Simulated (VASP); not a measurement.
Runs of VASP 6.6.1 on SnSe. The structure is that of space group Pm-3m (No. 221), or close to it. The cells are those of the table. 

```tsv
cell	k mesh	gap on the mesh (eV)	pressure (GPa)
a = 3.702, b = 3.702, c = 3.715 Å, 2 atoms	6 × 6 × 6	none	(a)
a = 3.678, b = 3.678, c = 3.690 Å, 2 atoms	6 × 6 × 6	none	0.0
a = 3.653, b = 3.653, c = 3.665 Å, 2 atoms	6 × 6 × 6	none	1.2
a = 3.677, b = 3.677, c = 3.701 Å, 2 atoms	7 × 7 × 5	none	0.0
```

Alike in all rows: task single point; level PBE; potentials or basis VASP PAW PBE potentials, release 64 (Sn_d, Se); no spin polarisation; cutoff (eV) 520; smearing fermi-dirac 0.01 eV.

Q: Estimate the missing entries.

A: (a) -1.0.

Caveats: spin-orbit coupling is left out, which moves the levels of the heavy elements.

A k mesh can miss the band edges, and the runs leave out spin-orbit coupling on Se, Sn.

A gap of «none» marks levels without a gap at the run's occupations.
